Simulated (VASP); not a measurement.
# KLi (Fm-3m) in VASP: further runs

The runs below take KLi through single point, relaxation of cell and atoms, with PBE.

Program: VASP 6.6.1. These are calculated values, not measurements. Logs are shortened: lines on timing, memory, paths and dates and some standing lists are left out, and cuts for length are marked.

**1. The cell of the first run**

It takes space group Fm-3m (No. 225, cubic). Conventional cell: a = 7.434 Å, b = 7.434 Å, c = 7.434 Å, α = 90.00°, β = 90.00°, γ = 90.00°. K (site symmetry m-3m) has 6 Li at 3.72 Å within 4.9 Å. Within 4.9 Å of Li (site symmetry m-3m) lie 6 K at 3.72 Å.

**2. Single point, PBE**

Contents of INCAR:

```
ALGO = Normal
EDIFF = 1E-6
ENCUT = 520
GGA = PE
ISIF = 2
ISMEAR = 0
LASPH = True
LCHARG = True
LELF = True
LREAL = False
LVHAR = True
LWAVE = False
NBANDS = 13
NELM = 60
PREC = Accurate
SIGMA = 0.1
```

Contents of KPOINTS:

```
k-points
0
Gamma
  14 14 14
```

Contents of POSCAR:

```
KLi
1.0
    0.0000000000      3.7168119974      3.7168119974
    3.7168119974      0.0000000000      3.7168119974
    3.7168119974      3.7168119974      0.0000000000
K Li
1 1
Direct
    0.0000000000      0.0000000000      0.0000000000
    0.5000000000      0.5000000000      0.5000000000
```

Potentials or basis: VASP PAW PBE potentials, release 64 (K_sv, Li_sv).

Started as:

```sh
$ cat potpaw_PBE.64/K_sv/POTCAR potpaw_PBE.64/Li_sv/POTCAR > POTCAR
$ mpirun -np 1 vasp_std > vasp.out
```

OUTCAR:

```text
EDIFF = 1E-6
   ENCUT = 520
   GGA = PE
   ISIF = 2
   ISMEAR = 0
   LASPH = True
   LREAL = False
   NELM = 60
   PREC = Accurate

 ion  position               nearest neighbor table
   1  0.000  0.000  0.000-
   2  0.500  0.500  0.500-

  LATTYP: Found a face centered cubic cell.
 ALAT       =     7.4336239948

  Lattice vectors:

 A1 = (   0.0000000000,   3.7168119974,   3.7168119974)
 A2 = (   3.7168119974,   0.0000000000,   3.7168119974)
 A3 = (   3.7168119974,   3.7168119974,   0.0000000000)

Analysis of symmetry for initial positions (statically):
=====================================================================
 Subroutine PRICEL returns:
 Original cell was already a primitive cell.

 Routine SETGRP: Setting up the symmetry group for a
 face centered cubic supercell.

 Subroutine GETGRP returns: Found 48 space group operations
 (whereof 48 operations were pure point group operations)
 out of a pool of 48 trial point group operations.

The static configuration has the point symmetry O_h .

Analysis of symmetry for dynamics (positions and initial velocities):
=====================================================================
 Subroutine PRICEL returns:
 Original cell was already a primitive cell.

 Routine SETGRP: Setting up the symmetry group for a
 face centered cubic supercell.

 Subroutine GETGRP returns: Found 48 space group operations
 (whereof 48 operations were pure point group operations)
 out of a pool of 48 trial point group operations.

The dynamic configuration has the point symmetry O_h .

 Subroutine INISYM returns: Found 48 space group operations
 (whereof 48 operations are pure point group operations),
 and found     1 'primitive' translations

----------------------------------------------------------------------------------------

                                     Primitive cell

  volume of cell :     102.6932

  direct lattice vectors                    reciprocal lattice vectors
     0.000000000  3.716811997  3.716811997    -0.134523888  0.134523888  0.134523888
     3.716811997  0.000000000  3.716811997     0.134523888 -0.134523888  0.134523888
     3.716811997  3.716811997  0.000000000     0.134523888  0.134523888 -0.134523888

  length of vectors
     5.256365936  5.256365936  5.256365936     0.233002208  0.233002208  0.233002208

  position of ions in fractional coordinates (direct lattice)
     0.000000000  0.000000000  0.000000000
     0.500000000  0.500000000  0.500000000

  ion indices of the primitive-cell ions
   primitive index   ion index
                 1           1
                 2           2

----------------------------------------------------------------------------------------

 KPOINTS: k-points

Automatic generation of k-mesh.
 Grid dimensions read from file:
 generate k-points for:   14   14   14

 Generating k-lattice:

  Cartesian coordinates                     Fractional coordinates (reciprocal lattice)
    -0.009608849  0.009608849  0.009608849     0.071428571  0.000000000  0.000000000
     0.009608849 -0.009608849  0.009608849     0.000000000  0.071428571  0.000000000
     0.009608849  0.009608849 -0.009608849     0.000000000  0.000000000  0.071428571

  Length of vectors
     0.016643015  0.016643015  0.016643015

  Shift w.r.t. Gamma in fractional coordinates (k-lattice)
     0.000000000  0.000000000  0.000000000

 Subroutine IBZKPT returns following result:
 ===========================================

 Found    104 irreducible k-points:

 Following reciprocal coordinates:
            Coordinates               Weight
  0.000000  0.000000  0.000000      1.000000
  0.071429  0.000000  0.000000      8.000000
  0.142857  0.000000  0.000000      8.000000
  0.214286  0.000000  0.000000      8.000000
  0.285714  0.000000  0.000000      8.000000
  0.357143  0.000000  0.000000      8.000000
[... 16 lines left out ...]
  0.214286  0.142857  0.000000     24.000000
  0.285714  0.142857  0.000000     24.000000
 [... further k-points ...]
   k-points           NKPTS =    104   k-points in BZ     NKDIM =    104   number of bands    NBANDS=     13
   number of dos      NEDOS =    301   number of ions     NIONS =      2
   total plane-waves  NPLWV =  64000
   dimension x,y,z NGX =    40 NGY =   40 NGZ =   40
   dimension x,y,z NGXF=    80 NGYF=   80 NGZF=   80
   ions per type =               1   1
   NGX,Y,Z   is equivalent  to a cutoff of  12.65, 12.65, 12.65 a.u.
   NGXF,Y,Z  is equivalent  to a cutoff of  25.30, 25.30, 25.30 a.u.
 SYSTEM =  unknown system
   PREC   = accura    normal or accurate (medium, high low for compatibility)
   ISTART =      0    job   : 0-new  1-cont  2-samecut
   ICHARG =      2    charge: 1-file 2-atom 10-const
   ISPIN  =      1    spin polarized calculation?
   LNONCOLLINEAR =      F non collinear calculations
   LSORBIT =      F    spin-orbit coupling
   LASPH  =      T    aspherical Exc in radial PAW
   ENCUT  =  520.0 eV  38.22 Ry    6.18 a.u.   9.77  9.77  9.77*2*pi/ulx,y,z
   NELM   =     60;   NELMIN=  2; NELMDL= -5     # of ELM steps
   EDIFF  = 0.1E-05   stopping-criterion for ELM
   LREAL  =      F    real-space projection
   EDIFFG = 0.1E-04   stopping-criterion for IOM
   NSW    =      0    number of steps for IOM
   IBRION =     -1    ionic relax: 0-MD 1-quasi-New 2-CG
   NFREE  =      0    steps in history (QN), initial steepest desc. (CG)
   ISIF   =      2    stress and relaxation
   ISYM   =      2    0-nonsym 1-usesym 2-fastsym
   POTIM  = 0.5000    time-step for ionic-motion
   TEBEG  =    0.0;   TEEND  =   0.0 temperature during run
   PSTRESS=    0.0 pullay stress
   NELECT =      12.0000    total number of electrons
   NUPDOWN=      -1.0000    fix difference up-down
   EMIN   =  10.00;   EMAX   =-10.00  energy-range for DOS
   EFERMI =   0.00;   METHOD = LEGACY
   ISMEAR =     0;   SIGMA  =   0.10  broadening in eV -4-tet -1-fermi 0-gaus
   EFERMI_NEDOS =   21; number of points for ismear=-14 and -15
   IALGO  =     38    algorithm
   IMIX   =      4    mixing-type and parameters
     AMIX     =   0.40;   BMIX     =  1.00
     AMIX_MAG =   1.60;   BMIX_MAG =  1.00
  volume/ion in A,a.u.               =      51.35       346.50
  Fermi-wavevector in a.u.,A,eV,Ry     =   0.800365  1.512470  8.715672  0.640584
  Thomas-Fermi vector in A             =   1.907646
   LORBIT       =      0    0 simple, 1 ext, 2 COOP (PROOUT), +10 PAW based schemes
   GGA     = PE    functional components
   LHFCALC =     F    Hartree Fock is set to
   AEXX    =    0.0000 exact exchange contribution
   IVDW    =     0    specifies the selected vdW correction
   LEPSILON=     F    determine dielectric tensor
   LRPA    =     F    only Hartree local field effects (RPA)
 non-spin polarized calculation
 Gauss-broadening in eV      SIGMA  =   0.10
  energy-cutoff  :      520.00
  volume of cell :      102.69
 maximum number of plane-waves:      2788
   NGX = 19   NGY = 19   NGZ = 19

 number of electron      12.0000010 magnetization

 Free energy of the ion-electron system (eV)
  ---------------------------------------------------
  ext. energy  EPLUGINS =         0.00000000
  ---------------------------------------------------
  free energy    TOTEN  =        -2.35894823 eV

  energy without entropy =       -2.35262655  energy(sigma->0) =       -2.35578739

 E-fermi :  -0.2617     XC(G=0):  -5.8580

 val. band max:       -0.2660682634   @ k =   0.5000   0.1429   0.0000
 cond. band min:      -0.2449937158   @ k =  -0.4286   0.5000   0.0714
 fundamental gap:      0.0210745476
 Fermi energy:        -0.2616760480

 k-point     1 :       0.0000    0.0000    0.0000
  band No.  band energies     occupation
      1     -48.4272      2.00000
      2     -31.9197      2.00000
      3     -15.4021      2.00000
      4     -15.4021      2.00000
      5     -15.4021      2.00000
      6      -2.6921      2.00000
      7       3.5256      0.00000
      8       3.5256      0.00000
      9       3.5256      0.00000
     10       3.5681      0.00000
     11       3.5681      0.00000
     12       3.5681      0.00000
     13       4.5600      0.00000

 k-point     2 :       0.0714    0.0000    0.0000
  band No.  band energies     occupation
      1     -48.4272      2.00000
      2     -31.9196      2.00000
      3     -15.4032      2.00000
      4     -15.4022      2.00000
      5     -15.4022      2.00000
      6      -2.6492      2.00000
      7       2.9723      0.00000
      8       3.2659      0.00000
      9       3.2659      0.00000
     10       3.7474      0.00000
     11       3.7475      0.00000
     12       3.9422      0.00000
     13       4.7189      0.00000

 k-point     3 :       0.1429    0.0000    0.0000
  band No.  band energies     occupation
      1     -48.4272      2.00000
      2     -31.9195      2.00000
      3     -15.4063      2.00000
      4     -15.4026      2.00000
      5     -15.4026      2.00000
      6      -2.5214      2.00000
      7       2.3190      0.00000
      8       2.9589      0.00000
      9       2.9589      0.00000
     10       3.9128      0.00000
     11       3.9128      0.00000
     12       4.1387      0.00000
     13       5.0873      0.00000
[... 305 lines left out ...]
 k-point    23 :       0.2143    0.1429    0.0000
  band No.  band energies     occupation
      1     -48.4272      2.00000
      2     -31.9194      2.00000
      3     -15.4091      2.00000
      4     -15.4045      2.00000
      5     -15.4043      2.00000
      6      -2.3109      2.00000
      7       2.1318      0.00000
      8       2.4494      0.00000
      9       2.5445      0.00000
     10       3.1155      0.00000
     11       4.6490      0.00000
     12       4.8945      0.00000
     13       5.1306      0.00000

 k-point    24 :       0.2857    0.1429    0.0000
  band No.  band energies     occupation
      1     -48.4272      2.00000
      2     -31.9192      2.00000
      3     -15.4132      2.00000
      4     -15.4053      2.00000
      5     -15.4049      2.00000
      6      -2.0767      2.00000
      7       1.5079      0.00000
      8       2.1910      0.00000
      9       2.3796      0.00000
     10       3.3485      0.00000
     11       4.7246      0.00000
     12       5.0022      0.00000
     13       5.4672      0.00000

 [... further k-points ...]

------------------------ aborting loop because EDIFF is reached ----------------------------------------

  FORCE on cell =-STRESS in cart. coord.  units (eV):
  Direction    XX          YY          ZZ          XY          YZ          ZX
  --------------------------------------------------------------------------------------
  -------------------------------------------------------------------------------------
  Total       -0.0420308     -0.0420308     -0.0420308      0.0000000      0.0000000     -0.0000000
  in kB       -0.6557475     -0.6557475     -0.6557475      0.0000000      0.0000000     -0.0000000
  external PRESSURE =      -0.6557475 kB  Pullay stress =       0.0000000 kB

 VOLUME and BASIS-vectors are now :
 -----------------------------------------------------------------------------
  energy-cutoff  :      520.00
  volume of cell :      102.69
      direct lattice vectors                 reciprocal lattice vectors
     0.000000000  3.716811997  3.716811997    -0.134523888  0.134523888  0.134523888
     3.716811997  0.000000000  3.716811997     0.134523888 -0.134523888  0.134523888
     3.716811997  3.716811997  0.000000000     0.134523888  0.134523888 -0.134523888

 POSITION                                       TOTAL-FORCE (eV/Angst)
 -----------------------------------------------------------------------------------
      0.00000      0.00000      0.00000        -0.000000     -0.000000     -0.000000
      3.71681      3.71681      3.71681         0.000000      0.000000      0.000000
 -----------------------------------------------------------------------------------
    total drift:                                0.000000     -0.000000      0.000000

  FREE ENERGIE OF THE ION-ELECTRON SYSTEM (eV)
  ---------------------------------------------------
  free  energy   TOTEN  =        -2.3589482260 eV

  energy  without entropy=       -2.3526265535  energy(sigma->0) =       -2.35578739
```

Run time: 1.9 min. Hardware: 1 thread of Intel Xeon Platinum 8488C (Sapphire Rapids), shared host; peak memory 0.32 GiB.

What came out:

```yaml
Free_energy: -2.3589 eV
Band_gap_on_the_k_mesh: zero (bands 6 and 7 overlap by 0.73 eV)
```

Caveat: the cutoff is under 1.25 times the usual one of these potentials, so pressure, stress and relaxed cells hold a basis-set (Pulay) error.

**3. Relaxation of cell and atoms, PBE**

Contents of INCAR:

```
  PREC = Accurate
  ENCUT = 600
  EDIFF = 1E-6
  ISMEAR = 0
  SIGMA = 0.1
  LREAL = False
  LASPH = True
  NELM = 80
  ALGO = Fast
  ISIF = 3
  LWAVE = False
  LCHARG = False
  GGA = PE
  IBRION = 2
  NSW = 100
  EDIFFG = -0.01
```

Contents of KPOINTS:

```
regular mesh
0
Gamma
  14 14 14
```

POSCAR is that of step 2.

Potentials or basis: VASP PAW PBE potentials, release 64 (K_sv, Li_sv).

Started as:

```sh
$ cat potpaw_PBE.64/K_sv/POTCAR potpaw_PBE.64/Li_sv/POTCAR > POTCAR
$ mpirun -np 1 vasp_std > vasp.out
```

It took 9.9 min on 1 thread of Intel Xeon Platinum 8488C (Sapphire Rapids), shared host; peak memory 0.36 GiB.

The run converged. Its results:

```
Free energy                           : -2.3591 eV
Relaxed volume                        : 50.76 Å³/atom
Relaxed cell                          : a = 5.236 Å, b = 5.236 Å, c = 5.236 Å, α = 60.00°, β = 60.00°, γ = 60.00°
Space group after relaxing (to 0.1 Å) : Fm-3m (No. 225)
Energy gained by relaxing             : 0.1 meV/atom
Ionic steps                           : 3
Pressure after relaxing               : 0.0 GPa
Band gap on the k mesh                : zero (bands 6 and 7 overlap by 0.73 eV)
```

Step by step:
```
step  energy change (eV)  largest force (eV/Å)  pressure (GPa)  volume (Å³)
   1              0.0000                0.0000           -0.06       102.69
   2             -0.0001                0.0000           -0.05       102.40
   3             -0.0003                0.0000           -0.02       101.52
```

Final structure:
```cif
data_structure
_symmetry_space_group_name_H-M 'P 1'
_symmetry_Int_Tables_number 1
_cell_length_a 5.2362
_cell_length_b 5.2362
_cell_length_c 5.2362
_cell_angle_alpha 60.000
_cell_angle_beta 60.000
_cell_angle_gamma 60.000
_cell_volume 101.52
loop_
_atom_site_label
_atom_site_type_symbol
_atom_site_fract_x
_atom_site_fract_y
_atom_site_fract_z
_atom_site_occupancy
K1 K 0.00000 0.00000 0.00000 1
Li1 Li 0.50000 0.50000 0.50000 1
```

Levels at points of the mesh, in eV from the Fermi level:
```
           k point  band 4  band 5  band 6  band 7  band 8  band 9
(0.00, 0.00, 0.00)  -15.13  -15.13   -2.45    3.80    3.80    3.81
(0.50, 0.00, 0.00)  -15.14  -15.14   -0.54   -0.44    2.40    2.40
(0.50, 0.50, 0.00)  -15.14  -15.14   -0.03    0.10    2.14    2.24
```

Caveat: the cutoff is under 1.25 times the usual one of these potentials, so pressure, stress and relaxed cells hold a basis-set (Pulay) error.
